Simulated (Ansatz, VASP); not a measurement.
# Two plane-wave programs on GeOs3

INCAR

```
ALGO = Normal
EDIFF = 1E-6
ENCUT = 520
GGA = CA
ISIF = 2
ISMEAR = -1
LASPH = True
LCHARG = True
LELF = True
LREAL = False
LVHAR = True
LWAVE = False
NBANDS = 48
NELM = 60
PREC = Accurate
SIGMA = 0.1
```

Contents of KPOINTS:

```
k-points
0
Gamma
  4 4 4
```

Contents of POSCAR:

```
GeOs3
1.0
    5.3271592400      0.0000000000      0.0000000000
    0.0000000000      4.2826378300      0.0000000000
    0.0000000000      0.0000000000      4.5066773400
Ge Os
2 6
Direct
    0.0000000000      0.0000000000      0.3300000000
    0.5000000000      0.5000000000      0.6700000000
    0.2500000000      0.0000000000      0.8330000000
    0.7500000000      0.0000000000      0.8330000000
    0.7500000000      0.5000000000      0.1670000000
    0.2500000000      0.5000000000      0.1670000000
    0.0000000000      0.5000000000      0.6700000000
    0.5000000000      0.0000000000      0.3300000000
```

Input for Ansatz:

```yaml
crystal:
  lattice:
    - [5.32715924, 0.0, 0.0]
    - [0.0, 4.28263783, 0.0]
    - [0.0, 0.0, 4.50667734]
  atoms:
    - { symbol: Ge, position: [0.0, 0.0, 0.33] }
    - { symbol: Ge, position: [0.5, 0.5, 0.67] }
    - { symbol: Os, position: [0.25, 0.0, 0.833] }
    - { symbol: Os, position: [0.75, 0.0, 0.833] }
    - { symbol: Os, position: [0.75, 0.5, 0.167] }
    - { symbol: Os, position: [0.25, 0.5, 0.167] }
    - { symbol: Os, position: [0.0, 0.5, 0.67] }
    - { symbol: Os, position: [0.5, 0.0, 0.33] }
  symmetry: { tolerance: 0.0003 }
kpoints:
  mp_grid: { grid: [4, 4, 4], shift: [0, 0, 0] }
magnetization:
  spin_polarized: false
scf:
  occupations: { method: fermi_dirac }
  algorithm: direct_min
hamiltonian:
  pseudopotentials: { kind: paw }
  xc: lda
basis:
  ecutwfc: 420
output:
  forces: true
  stress: true
  eigenvalues: true
```

Alike in both runs: task single point; functional LDA; k mesh 4 × 4 × 4; no spin polarisation.

|  | VASP | Ansatz |
| --- | --- | --- |
| version | VASP 6.6.1 | Ansatz 0.2.0 |
| potentials or method | VASP PAW LDA potentials, release 64 (Ge_d, Os), cutoff 520 eV | PAW plane waves |
| occupations | fermi-dirac, width 0.1 eV | fermi-dirac |
| valence electrons in the cell | 76 | 124 |

|  | VASP | Ansatz | Ansatz less VASP |
| --- | --- | --- | --- |
| gap on the k mesh at the Fermi level (eV) | none | none | - |
| rms of the force components (eV/Å) | 0.352 | 0.349 | -0.0034 |

LDA's correlation is that of Perdew and Zunger in VASP and of Perdew and Wang (1992) in Ansatz. Atom by atom the forces differ by 0.008 eV/Å (rms over components). A gap of «none» marks a metal or a gap that the smearing closes. VASP's potentials hold 76 valence electrons a cell and Ansatz's 124, so a difference there can come from the potentials and not from the codes.

The k mesh is coarse, so the values compare programs but aren't converged. Neither program's run includes spin-orbit coupling.
